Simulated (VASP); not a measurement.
# LiCl (Fm-3m) in VASP: notebook, part 2 of 2

VASP 6.6.1. The steps go on from the part before.

## Step 4: Single point, PBE

This run uses another cell than the first one, of 16.70 Å³/atom, 1.041 times its volume.

Contents of INCAR:

```
ALGO = Normal
EDIFF = 1E-6
ENCUT = 520
GGA = PE
ISIF = 2
ISMEAR = 0
LASPH = True
LCHARG = False
LREAL = False
LWAVE = False
NBANDS = 12
NELM = 100
PREC = Accurate
SIGMA = 0.01
```

Contents of KPOINTS:

```
k-points
0
Gamma
  8 8 8
```

Contents of POSCAR:

```
LiCl
1.0
    0.0000000000      2.5560369947      2.5560369947
    2.5560369947      0.0000000000      2.5560369947
    2.5560369947      2.5560369947      0.0000000000
Li Cl
1 1
Direct
    0.0000000000      0.0000000000      0.0000000000
    0.5000000000      0.5000000000      0.5000000000
```

Run with:

```
> cat potpaw_PBE.64/Li_sv/POTCAR potpaw_PBE.64/Cl/POTCAR > POTCAR
> mpirun -np 1 vasp_std > vasp.out
```

It took 6.2 s on 1 thread of AMD EPYC 9R45 (Zen 5), shared host; peak memory 0.12 GiB.

It converged, with:

| Item | Value |
| --- | --- |
| Free energy | -7.3846 eV |
| Band gap on the k mesh | 6.40 eV, direct |

Levels at points of the mesh, in eV from the valence-band top:
```csv
k point,band 2,band 3,band 4,band 5,band 6,band 7,band 8,band 9
"(0.00, 0.00, 0.00)",-13.43,0.00,0.00,0.00,6.40,11.95,11.95,11.95
"(0.50, 0.00, 0.00)",-12.85,-2.85,-0.26,-0.26,6.77,9.51,9.51,13.08
"(0.50, 0.50, 0.00)",-12.60,-2.94,-1.12,-1.12,7.91,8.28,12.53,14.20
```

Caveat: the cutoff is under 1.25 times the usual one of these potentials, so pressure, stress and relaxed cells hold a basis-set (Pulay) error. A k mesh can miss the band edges.

## Step 5: Single point, PBE

This run uses another cell than the first one, of 17.07 Å³/atom, 1.064 times its volume.

Contents of INCAR:

```
  ALGO = Normal
  EDIFF = 1E-6
  ENCUT = 520
  GGA = PE
  ISIF = 2
  ISMEAR = 0
  LASPH = True
  LCHARG = False
  LREAL = False
  LWAVE = False
  NBANDS = 12
  NELM = 100
  PREC = Accurate
  SIGMA = 0.01
```

KPOINTS is that of step 4.

Contents of POSCAR:

```
LiCl
1.0
    0.0000000000      2.5745971522      2.5745971522
    2.5745971522      0.0000000000      2.5745971522
    2.5745971522      2.5745971522      0.0000000000
Li Cl
1 1
Direct
    0.0000000000      0.0000000000      0.0000000000
    0.5000000000      0.5000000000      0.5000000000
```

Potentials or basis: VASP PAW PBE potentials, release 64 (Li_sv, Cl).

Run with:

```
> cat potpaw_PBE.64/Li_sv/POTCAR potpaw_PBE.64/Cl/POTCAR > POTCAR
> mpirun -np 1 vasp_std > vasp.out
```

OUTCAR:

```text
EDIFF = 1E-6
   ENCUT = 520
   GGA = PE
   ISIF = 2
   ISMEAR = 0
   LASPH = True
   LREAL = False
   NELM = 100
   PREC = Accurate

 ion  position               nearest neighbor table
   1  0.000  0.000  0.000-   2 2.57   2 2.57   2 2.57   2 2.57   2 2.57   2 2.57
   2  0.500  0.500  0.500-   1 2.57   1 2.57   1 2.57   1 2.57   1 2.57   1 2.57

  LATTYP: Found a face centered cubic cell.
 ALAT       =     5.1491943044

  Lattice vectors:

 A1 = (   0.0000000000,   2.5745971522,   2.5745971522)
 A2 = (   2.5745971522,   0.0000000000,   2.5745971522)
[... 538 lines left out ...]
      9      12.1763      0.00000
     10      15.9730      0.00000
     11      16.5453      0.00000
     12      18.6056      0.00000

 [... further k-points ...]
[... 5 lines left out ...]
  --------------------------------------------------------------------------------------
  -------------------------------------------------------------------------------------
  Total       -0.0152080     -0.0152080     -0.0152080      0.0000000      0.0000000     -0.0000000
  in kB       -0.7138804     -0.7138804     -0.7138804      0.0000000      0.0000000     -0.0000000
  external PRESSURE =      -0.7138804 kB  Pullay stress =       0.0000000 kB

 VOLUME and BASIS-vectors are now :
 -----------------------------------------------------------------------------
  energy-cutoff  :      520.00
  volume of cell :       34.13
      direct lattice vectors                 reciprocal lattice vectors
     0.000000000  2.574597152  2.574597152    -0.194205140  0.194205140  0.194205140
     2.574597152  0.000000000  2.574597152     0.194205140 -0.194205140  0.194205140
     2.574597152  2.574597152  0.000000000     0.194205140  0.194205140 -0.194205140

 POSITION                                       TOTAL-FORCE (eV/Angst)
 -----------------------------------------------------------------------------------
      0.00000      0.00000      0.00000         0.000000      0.000000     -0.000000
      2.57460      2.57460      2.57460        -0.000000     -0.000000      0.000000
 -----------------------------------------------------------------------------------
    total drift:                                0.000000      0.000000      0.000000

  FREE ENERGIE OF THE ION-ELECTRON SYSTEM (eV)
  ---------------------------------------------------
  free  energy   TOTEN  =        -7.3862257996 eV

  energy  without entropy=       -7.3862257996  energy(sigma->0) =       -7.38622580
```

OSZICAR:

```text
N       E                     dE             d eps       ncg     rms          rms(c)
DAV:   1     0.401010778550E+02    0.40101E+02   -0.39966E+03   696   0.759E+02
DAV:   2    -0.497971419521E+01   -0.45081E+02   -0.43301E+02   880   0.144E+02
DAV:   3    -0.738371919071E+01   -0.24040E+01   -0.23961E+01   924   0.340E+01
DAV:   4    -0.745045045093E+01   -0.66731E-01   -0.66703E-01   976   0.594E+00
DAV:   5    -0.745203131874E+01   -0.15809E-02   -0.15809E-02   948   0.685E-01    0.237E+00
DAV:   6    -0.738002240423E+01    0.72009E-01   -0.15448E-01   864   0.184E+00    0.169E+00
DAV:   7    -0.738193782764E+01   -0.19154E-02   -0.49903E-02  1052   0.117E+00    0.925E-01
DAV:   8    -0.738620874667E+01   -0.42709E-02   -0.65182E-03   796   0.556E-01    0.157E-01
DAV:   9    -0.738616677683E+01    0.41970E-04   -0.21125E-04   872   0.101E-01    0.544E-02
DAV:  10    -0.738621771727E+01   -0.50940E-04   -0.12634E-04   804   0.753E-02    0.527E-02
DAV:  11    -0.738622483741E+01   -0.71201E-05   -0.15043E-05   904   0.247E-02    0.203E-03
DAV:  12    -0.738622579957E+01   -0.96216E-06   -0.52926E-07   780   0.542E-03
   1 F= -.73862258E+01 E0= -.73862258E+01  d E =-.634534E-57
```

Run time: 6.3 s. Hardware: 1 thread of AMD EPYC 9R45 (Zen 5), shared host; peak memory 0.12 GiB.

What came out:

| Quantity | Value |
| --- | --- |
| Free energy | -7.3862 eV |
| Band gap on the k mesh | 6.27 eV, direct |

Levels at points of the mesh, in eV from the valence-band top:
| k point | band 1 | band 2 | band 3 | band 4 | band 5 | band 6 | band 7 | band 8 | band 9 | band 10 |
| --- | --- | --- | --- | --- | --- | --- | --- | --- | --- | --- |
| (0.00, 0.00, 0.00) | -43.54 | -13.36 | 0.00 | 0.00 | 0.00 | 6.27 | 11.93 | 11.93 | 11.93 | 14.46 |
| (0.50, 0.00, 0.00) | -43.54 | -12.80 | -2.77 | -0.25 | -0.25 | 6.75 | 9.49 | 9.49 | 12.86 | 16.83 |
| (0.50, 0.50, 0.00) | -43.54 | -12.57 | -2.84 | -1.08 | -1.08 | 7.86 | 8.31 | 12.34 | 14.03 | 14.03 |

Caveat: the cutoff is under 1.25 times the usual one of these potentials, so pressure, stress and relaxed cells hold a basis-set (Pulay) error. A k mesh can miss the band edges.

## Step 6: Overview

```csv
cell,gap on the mesh (eV)
"a = 3.567 Å, angles 60.0°, 2 atoms",6.64
"a = 3.604 Å, angles 60.0°, 2 atoms",6.45
"a = 3.615 Å, angles 60.0°, 2 atoms",6.40
"a = 3.641 Å, angles 60.0°, 2 atoms",6.27
```

Alike in all rows: task single point; level PBE; potentials or basis VASP PAW PBE potentials, release 64 (Li_sv, Cl); no spin polarisation; k mesh 8 × 8 × 8; cutoff (eV) 520; smearing gaussian 0.01 eV.

Caveats: the cutoff is under 1.25 times the usual one of these potentials, so pressure, stress and relaxed cells hold a basis-set (Pulay) error.

Absolute energies hang on the potentials; compare differences alone.
